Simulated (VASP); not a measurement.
Wanted: the native input for a VASP 6.6.1 run.

| Item | Value |
| --- | --- |
| Task | single point |
| Functional | PBE |
| Potentials or basis | VASP PAW PBE potentials, release 64 (Mg, O) |
| Cutoff | 520 eV |
| k mesh | 6 × 6 × 6 |
| Occupations | gaussian, width 0.01 eV |
| Spin | no spin polarisation |
| Dipole correction | no |
| Further INCAR settings | ALGO = Normal; EDIFF = 1e-06; NBANDS = 11 |

The structure of MgO lies in POSCAR:

```
MgO
1.0
    2.5788769906      0.0000000000      0.0000000000
    0.0000000000      2.5788769906      0.0000000000
    0.0000000000      0.0000000000      2.5788769906
Mg O
1 1
Direct
    0.0000000000      0.0000000000      0.0000000000
    0.5000000000      0.5000000000      0.5000000000
```

This cell differs from its parent crystal: volume changed by -5%.

These files were run (other wordings do the same):

INCAR

```
PREC     = Accurate       # precision mode
ENCUT    = 520            # plane-wave cutoff, eV
EDIFF    = 1E-6           # SCF threshold, eV
ISMEAR   = 0              # smearing method
SIGMA    = 0.01           # smearing width, eV
LREAL    = F              # projectors in reciprocal space
LASPH    = T              # aspherical terms in the spheres
NELM     = 80             # most SCF steps
ALGO     = Normal         # electronic algorithm
ISIF     = 2              # what is computed and relaxed
LWAVE    = F              # write WAVECAR
LCHARG   = T              # write CHGCAR
GGA      = PE             # functional
LELF     = T              # ELF
LVHAR    = T            
NBANDS   = 11             # bands
```

KPOINTS

```
Automatic mesh
0
Gamma
  6 6 6
```

Potentials or basis: VASP PAW PBE potentials, release 64 (Mg, O).

Launch:

```console
$ cat potpaw_PBE.64/Mg/POTCAR potpaw_PBE.64/O/POTCAR > POTCAR
$ mpirun -np 1 vasp_std > vasp.out
```

It gave:

```
Pressure               : 14.7 GPa
Band gap on the k mesh : 3.11 eV, indirect (least direct gap 4.19 eV)
```

Wall time 3.1 s on 1 thread of Intel Xeon 6975P-C, on a shared host, peak memory 0.12 GiB.
